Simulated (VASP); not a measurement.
# Ag (Fm-3m) in VASP: further runs, part 3 of 3

VASP 6.6.1.

**4. Single point, r2SCAN**

File POSCAR:

```
Ag
1.0
    0.0000000000      2.0519023311      2.0519023311
    2.0519023311      0.0000000000      2.0519023311
    2.0519023311      2.0519023311      0.0000000000
Ag
1
Direct
    0.0000000000      0.0000000000      0.0000000000
```

File INCAR.step1:

```
SYSTEM = Ag
ALGO = Normal
EDIFF = 1E-4
ENCUT = 520
GGA = PE
ISMEAR = -1
LASPH = .TRUE.
LCHARG = .FALSE.
LREAL = .FALSE.
LWAVE = .TRUE.
NBANDS = 12
NELM = 60
PREC = Accurate
SIGMA = 0.1
```

File INCAR.step2:

```
SYSTEM = Ag
ALGO = Normal
EDIFF = 1E-7
ENCUT = 520
ISIF = 2
ISMEAR = -1
ISTART = 1
LASPH = .TRUE.
LCHARG = .FALSE.
LMIXTAU = .TRUE.
LREAL = .FALSE.
LWAVE = .FALSE.
METAGGA = R2SCAN
NBANDS = 12
NELM = 60
PREC = Accurate
SIGMA = 0.1
```

File KPOINTS:

```
k-points
0
G
  5 5 5
  0 0 0
```

Potentials or basis: VASP PAW PBE potentials, release 64 (Ag).

On the command line:

```console
cat potpaw_PBE.64/Ag/POTCAR > POTCAR
cp INCAR.step1 INCAR
mpirun -np 1 vasp_std > vasp.out
cp INCAR.step2 INCAR
mpirun -np 1 vasp_std > vasp.out
```

OUTCAR:

```text
SYSTEM = Ag
   EDIFF = 1E-7
   ENCUT = 520
   ISIF = 2
   ISMEAR = -1
   ISTART = 1
   LASPH = .TRUE.
   LREAL = .FALSE.
   METAGGA = R2SCAN
   NELM = 60
   PREC = Accurate

 ion  position               nearest neighbor table
   1  0.000  0.000  0.000-

  LATTYP: Found a face centered cubic cell.
 ALAT       =     4.1038046622

  Lattice vectors:

 A1 = (   0.0000000000,   2.0519023311,   2.0519023311)
 A2 = (   2.0519023311,   0.0000000000,   2.0519023311)
 A3 = (   2.0519023311,   2.0519023311,   0.0000000000)

Analysis of symmetry for initial positions (statically):
=====================================================================
 Subroutine PRICEL returns:
 Original cell was already a primitive cell.

 Routine SETGRP: Setting up the symmetry group for a
 face centered cubic supercell.

 Subroutine GETGRP returns: Found 48 space group operations
 (whereof 48 operations were pure point group operations)
 out of a pool of 48 trial point group operations.

The static configuration has the point symmetry O_h .

Analysis of symmetry for dynamics (positions and initial velocities):
=====================================================================
 Subroutine PRICEL returns:
 Original cell was already a primitive cell.

 Routine SETGRP: Setting up the symmetry group for a
 face centered cubic supercell.

 Subroutine GETGRP returns: Found 48 space group operations
 (whereof 48 operations were pure point group operations)
 out of a pool of 48 trial point group operations.

The dynamic configuration has the point symmetry O_h .

 Subroutine INISYM returns: Found 48 space group operations
 (whereof 48 operations are pure point group operations),
 and found     1 'primitive' translations

----------------------------------------------------------------------------------------

                                     Primitive cell

  volume of cell :      17.2783

  direct lattice vectors                    reciprocal lattice vectors
     0.000000000  2.051902331  2.051902331    -0.243676316  0.243676316  0.243676316
     2.051902331  0.000000000  2.051902331     0.243676316 -0.243676316  0.243676316
     2.051902331  2.051902331  0.000000000     0.243676316  0.243676316 -0.243676316

  length of vectors
     2.901828105  2.901828105  2.901828105     0.422059759  0.422059759  0.422059759

  position of ions in fractional coordinates (direct lattice)
     0.000000000  0.000000000  0.000000000

  ion indices of the primitive-cell ions
   primitive index   ion index
                 1           1

----------------------------------------------------------------------------------------

 KPOINTS: k-points

Automatic generation of k-mesh.
 Grid dimensions read from file:
 generate k-points for:    5    5    5

 Generating k-lattice:

  Cartesian coordinates                     Fractional coordinates (reciprocal lattice)
    -0.048735263  0.048735263  0.048735263     0.200000000  0.000000000  0.000000000
     0.048735263 -0.048735263  0.048735263     0.000000000  0.200000000  0.000000000
     0.048735263  0.048735263 -0.048735263     0.000000000  0.000000000  0.200000000

  Length of vectors
     0.084411952  0.084411952  0.084411952

  Shift w.r.t. Gamma in fractional coordinates (k-lattice)
     0.000000000  0.000000000  0.000000000

 Subroutine IBZKPT returns following result:
 ===========================================

 Found     10 irreducible k-points:

 Following reciprocal coordinates:
            Coordinates               Weight
  0.000000  0.000000  0.000000      1.000000
  0.200000  0.000000  0.000000      8.000000
  0.400000  0.000000  0.000000      8.000000
  0.200000  0.200000  0.000000      6.000000
  0.400000  0.200000  0.000000     24.000000
 -0.400000  0.200000  0.000000     24.000000
 -0.200000  0.200000  0.000000     12.000000
  0.400000  0.400000  0.000000      6.000000
 -0.400000  0.400000  0.000000     12.000000
 -0.400000  0.400000  0.200000     24.000000
   k-points           NKPTS =     10   k-points in BZ     NKDIM =     10   number of bands    NBANDS=     12
   number of dos      NEDOS =    301   number of ions     NIONS =      1
   total plane-waves  NPLWV =  13824
   dimension x,y,z NGX =    24 NGY =   24 NGZ =   24
   dimension x,y,z NGXF=    48 NGYF=   48 NGZF=   48
   ions per type =               1
   NGX,Y,Z   is equivalent  to a cutoff of  13.75, 13.75, 13.75 a.u.
   NGXF,Y,Z  is equivalent  to a cutoff of  27.50, 27.50, 27.50 a.u.
 SYSTEM =  Ag
   PREC   = accura    normal or accurate (medium, high low for compatibility)
   ISTART =      1    job   : 0-new  1-cont  2-samecut
   ICHARG =      0    charge: 1-file 2-atom 10-const
   ISPIN  =      1    spin polarized calculation?
   LNONCOLLINEAR =      F non collinear calculations
   LSORBIT =      F    spin-orbit coupling
   LASPH  =      T    aspherical Exc in radial PAW
   ENCUT  =  520.0 eV  38.22 Ry    6.18 a.u.   5.40  5.40  5.40*2*pi/ulx,y,z
   NELM   =     60;   NELMIN=  2; NELMDL=  0     # of ELM steps
   EDIFF  = 0.1E-06   stopping-criterion for ELM
   LREAL  =      F    real-space projection
   EDIFFG = 0.1E-05   stopping-criterion for IOM
   NSW    =      0    number of steps for IOM
   IBRION =     -1    ionic relax: 0-MD 1-quasi-New 2-CG
   NFREE  =      0    steps in history (QN), initial steepest desc. (CG)
   ISIF   =      2    stress and relaxation
   ISYM   =      2    0-nonsym 1-usesym 2-fastsym
   POTIM  = 0.5000    time-step for ionic-motion
   TEBEG  =    0.0;   TEEND  =   0.0 temperature during run
   PSTRESS=    0.0 pullay stress
   NELECT =      11.0000    total number of electrons
   NUPDOWN=      -1.0000    fix difference up-down
   EMIN   =  10.00;   EMAX   =-10.00  energy-range for DOS
   EFERMI =   0.00;   METHOD = LEGACY
   ISMEAR =    -1;   SIGMA  =   0.10  broadening in eV -4-tet -1-fermi 0-gaus
   EFERMI_NEDOS =   21; number of points for ismear=-14 and -15
   IALGO  =     38    algorithm
   IMIX   =      4    mixing-type and parameters
     AMIX     =   0.40;   BMIX     =  1.00
     AMIX_MAG =   1.60;   BMIX_MAG =  1.00
  volume/ion in A,a.u.               =      17.28       116.60
  Fermi-wavevector in a.u.,A,eV,Ry     =   1.408334  2.661366 26.985864  1.983405
  Thomas-Fermi vector in A             =   2.530502
   LORBIT       =      0    0 simple, 1 ext, 2 COOP (PROOUT), +10 PAW based schemes
   METAGGA = R2SCAN    functional components
   LHFCALC =     F    Hartree Fock is set to
   AEXX    =    0.0000 exact exchange contribution
   IVDW    =     0    specifies the selected vdW correction
   LEPSILON=     F    determine dielectric tensor
   LRPA    =     F    only Hartree local field effects (RPA)
 non-spin polarized calculation
  energy-cutoff  :      520.00
  volume of cell :       17.28
 maximum number of plane-waves:       483
 NGX is ok and might be reduce to    24
   NGX = 11   NGY = 11   NGZ = 11

 number of electron      10.9999999 magnetization

 Free energy of the ion-electron system (eV)
  ---------------------------------------------------
  ext. energy  EPLUGINS =         0.00000000
  ---------------------------------------------------
  free energy    TOTEN  =       -21.48658432 eV

  energy without entropy =      -21.48006309  energy(sigma->0) =      -21.48332371

 E-fermi :   7.9532     XC(G=0): -12.8761

 val. band max:        7.9195888173   @ k =   0.4000   0.4000   0.0000
 cond. band min:       9.8965919736   @ k =  -0.4000   0.2000   0.0000
 fundamental gap:      1.9770031563
 Fermi energy:         7.9532390047

 k-point     1 :       0.0000    0.0000    0.0000
  band No.  band energies     occupation
      1       0.3896      2.00000
      2       3.1618      2.00000
      3       3.1618      2.00000
      4       3.1618      2.00000
      5       4.1810      2.00000
      6       4.1810      2.00000
      7      24.8580      0.00000
      8      28.5146      0.00000
      9      28.5146      0.00000
     10      28.5146      0.00000
     11      33.4602      0.00000
     12      34.4070      0.00000
[... 121 lines left out ...]
 k-point    10 :      -0.4000    0.4000    0.2000
  band No.  band energies     occupation
      1       2.3979      2.00000
      2       2.5260      2.00000
      3       3.2024      2.00000
      4       4.3259      2.00000
      5       4.9276      2.00000
      6      10.5349      0.00000
      7      16.2875      0.00000
      8      16.8127      0.00000
      9      19.0231      0.00000
     10      30.1486      0.00000
     11      30.5860      0.00000
     12      34.5361      0.00000

------------------------ aborting loop because EDIFF is reached ----------------------------------------

  FORCE on cell =-STRESS in cart. coord.  units (eV):
  Direction    XX          YY          ZZ          XY          YZ          ZX
  --------------------------------------------------------------------------------------
  -------------------------------------------------------------------------------------
  Total       -0.0883009     -0.0883009     -0.0883009      0.0000000      0.0000000      0.0000000
  in kB       -8.1879561     -8.1879561     -8.1879561      0.0000000      0.0000000      0.0000000
  external PRESSURE =      -8.1879561 kB  Pullay stress =       0.0000000 kB

 VOLUME and BASIS-vectors are now :
 -----------------------------------------------------------------------------
  energy-cutoff  :      520.00
  volume of cell :       17.28
      direct lattice vectors                 reciprocal lattice vectors
     0.000000000  2.051902331  2.051902331    -0.243676316  0.243676316  0.243676316
     2.051902331  0.000000000  2.051902331     0.243676316 -0.243676316  0.243676316
     2.051902331  2.051902331  0.000000000     0.243676316  0.243676316 -0.243676316

 POSITION                                       TOTAL-FORCE (eV/Angst)
 -----------------------------------------------------------------------------------
      0.00000      0.00000      0.00000         0.000000      0.000000     -0.000000
 -----------------------------------------------------------------------------------
    total drift:                               -0.000000      0.000000     -0.000000

  FREE ENERGIE OF THE ION-ELECTRON SYSTEM (eV)
  ---------------------------------------------------
  free  energy   TOTEN  =       -21.4865843194 eV

  energy  without entropy=      -21.4800630940  energy(sigma->0) =      -21.48332371
```

It took 20 s on 1 thread of Intel Xeon 8259CL, shared host; peak memory 0.14 GiB.

What came out:

```yaml
Free_energy: -21.4866 eV
Pressure: -0.8 GPa
```

Caveat: the k points lie up to 0.53 Å⁻¹ apart; the PAW data sets were made with another functional, which shifts forces and pressure a little.

**5. Single point, r2SCAN**

POSCAR is that of step 4.

File INCAR.step1:

```
PREC = Accurate
ENCUT = 520
ISMEAR = -1
SIGMA = 0.1
LREAL = F
LASPH = T
NELM = 60
NBANDS = 12
GGA = PE
ALGO = Normal
EDIFF = 1E-4
LWAVE = T
LCHARG = F
```

File INCAR.step2:

```
PREC = Accurate
ENCUT = 520
EDIFF = 1E-6
ISMEAR = -1
SIGMA = 0.1
LREAL = F
LASPH = T
NELM = 60
ALGO = Normal
ISIF = 2
LWAVE = F
LCHARG = T
METAGGA = R2SCAN
LMIXTAU = T
LELF = T
LVHAR = T
NBANDS = 12
ISTART = 1
```

File KPOINTS:

```
regular mesh
0
Gamma
  6 6 6
```

On the command line:

```console
cat potpaw_PBE.64/Ag/POTCAR > POTCAR
cp INCAR.step1 INCAR
mpirun -np 1 vasp_std > vasp.out
cp INCAR.step2 INCAR
mpirun -np 1 vasp_std > vasp.out
```

Run time: 18 s. Hardware: 1 thread of Intel Xeon 8259CL, shared host; peak memory 0.14 GiB.

It converged, with:

| Property | Result |
| --- | --- |
| Free energy | -21.2981 eV |
| Pressure | 1.1 GPa |

Levels at points of the mesh, in eV from the Fermi level:
```tsv
k point	band 2	band 3	band 4	band 5	band 6	band 7	band 8	band 9	band 10	band 11
(0.00, 0.00, 0.00)	-4.93	-4.93	-4.93	-3.91	-3.91	16.79	20.42	20.42	20.42	25.34
(0.50, 0.00, 0.00)	-4.95	-4.95	-3.11	-3.11	-0.14	3.79	16.02	18.63	18.63	23.57
(0.50, 0.50, 0.00)	-6.42	-3.15	-2.90	-2.90	1.91	7.03	11.22	11.22	17.69	17.84
```

Caveat: the k points lie up to 0.44 Å⁻¹ apart; the PAW data sets were made with another functional, which shifts forces and pressure a little.

**6. Single point, r2SCAN**

POSCAR is that of step 5.

File INCAR.step1:

```
ALGO     = Normal         # electronic algorithm
EDIFF    = 1E-4           # SCF threshold, eV
ENCUT    = 520            # plane-wave cutoff, eV
GGA      = PE             # functional
ISMEAR   = -1             # smearing method
LASPH    = T              # aspherical terms in the spheres
LCHARG   = F              # write CHGCAR
LREAL    = F              # projectors in reciprocal space
LWAVE    = T              # write WAVECAR
NBANDS   = 12             # bands
NELM     = 100            # most SCF steps
PREC     = Accurate       # precision mode
SIGMA    = 0.1            # smearing width, eV
```

File INCAR.step2:

```
ALGO     = Normal         # electronic algorithm
EDIFF    = 1E-6           # SCF threshold, eV
ENCUT    = 520            # plane-wave cutoff, eV
ISIF     = 2              # what is computed and relaxed
ISMEAR   = -1             # smearing method
ISTART   = 1            
LASPH    = T              # aspherical terms in the spheres
LCHARG   = F              # write CHGCAR
LMIXTAU  = T            
LREAL    = F              # projectors in reciprocal space
LWAVE    = F              # write WAVECAR
METAGGA  = R2SCAN         # meta-GGA
NBANDS   = 12             # bands
NELM     = 100            # most SCF steps
PREC     = Accurate       # precision mode
SIGMA    = 0.1            # smearing width, eV
```

File KPOINTS:

```
k-points
0
Gamma
  8 8 8
```

Potentials or basis: VASP PAW PBE potentials, release 64 (Ag).

On the command line:

```console
cat potpaw_PBE.64/Ag/POTCAR > POTCAR
cp INCAR.step1 INCAR
mpirun -np 1 vasp_std > vasp.out
cp INCAR.step2 INCAR
mpirun -np 1 vasp_std > vasp.out
```

Run time: 25 s. Hardware: 1 thread of Intel Xeon 8259CL, shared host; peak memory 0.15 GiB.

The run converged. Its results:

| Item | Value |
| --- | --- |
| Free energy | -21.3347 eV |
| Pressure | 0.8 GPa |

Levels at points of the mesh, in eV from the Fermi level:
```tsv
k point	band 4	band 5	band 6	band 7	band 8	band 9
(0.00, 0.00, 0.00)	-4.96	-3.94	-3.94	16.75	20.39	20.39
(0.50, 0.00, 0.00)	-3.14	-3.14	-0.17	3.76	15.98	18.59
(0.50, 0.50, 0.00)	-2.93	-2.93	1.87	7.00	11.19	11.19
```

Caveat: the PAW data sets were made with another functional, which shifts forces and pressure a little.

**7. The runs side by side**

```csv
k mesh,gap on the mesh (eV),pressure (GPa)
2 × 2 × 2,none,21.8
3 × 3 × 3,none,-3.2
5 × 5 × 5,none,-0.8
6 × 6 × 6,none,1.1
8 × 8 × 8,none,0.8
```

Alike in all rows: task single point; level r2SCAN; potentials or basis VASP PAW PBE potentials, release 64 (Ag); no spin polarisation; cell as given; cutoff (eV) 520; smearing fermi-dirac 0.1 eV.

Caveats: some runs use coarse meshes; the PAW data sets were made with another functional, which shifts forces and pressure a little.

Absolute energies hang on the potentials; compare differences alone.
